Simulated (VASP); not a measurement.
Wanted: the native input for a VASP 6.6.1 run.

```
Task                   : single point
Functional             : PBE
Potentials or basis    : VASP PAW PBE potentials, release 64 (Br)
Cutoff                 : 520 eV
k mesh                 : 16 × 12 × 6
Occupations            : gaussian, width 0.1 eV
Spin                   : no spin polarisation
Dipole correction      : no
Further INCAR settings : ALGO = Normal; EDIFF = 1e-07; NBANDS = 14
```

The structure of Br lies in POSCAR:

```
Br
1.0
    2.6171676786      0.0000000000      0.0000000000
    0.0000000000      3.4022432824      0.0000000000
    0.0887666292      0.0000000000      8.8766629238
Br
2
Direct
    0.0000000000      0.0000000000      0.0000000000
    0.5000000000      0.5000000000      0.5000000000
```

This cell differs from its parent crystal: shear of c along a, cell held: +1.0 %.

The input as run:

INCAR

```
  ALGO = Normal
  EDIFF = 1E-7
  ENCUT = 520
  GGA = PE
  ISIF = 2
  ISMEAR = 0
  LASPH = T
  LCHARG = F
  LREAL = F
  LWAVE = F
  NBANDS = 14
  NELM = 100
  PREC = Accurate
  SIGMA = 0.1
```

KPOINTS

```
k-points
0
Gamma
  16 12 6
```

Potentials or basis: VASP PAW PBE potentials, release 64 (Br).

Run with:

```sh
$ cat potpaw_PBE.64/Br/POTCAR > POTCAR
$ mpirun -np 1 vasp_std > vasp.out
```

It gave:

```json
{
 "Pressure": "-0.1 GPa",
 "Band gap on the k mesh": "zero (bands 7 and 8 overlap by 5.29 eV)"
}
```

Caveat: the cell differs from its parent crystal (shear of c along a, cell held: +1.0 %); this functional lacks dispersion, which binds layers or chains, so the pressure and a relaxed spacing across them are unreliable.

Wall time 120 s on 1 thread of Intel(R) Xeon(R) 6975P-C (Granite Rapids), on a shared host, peak memory 0.42 GiB.
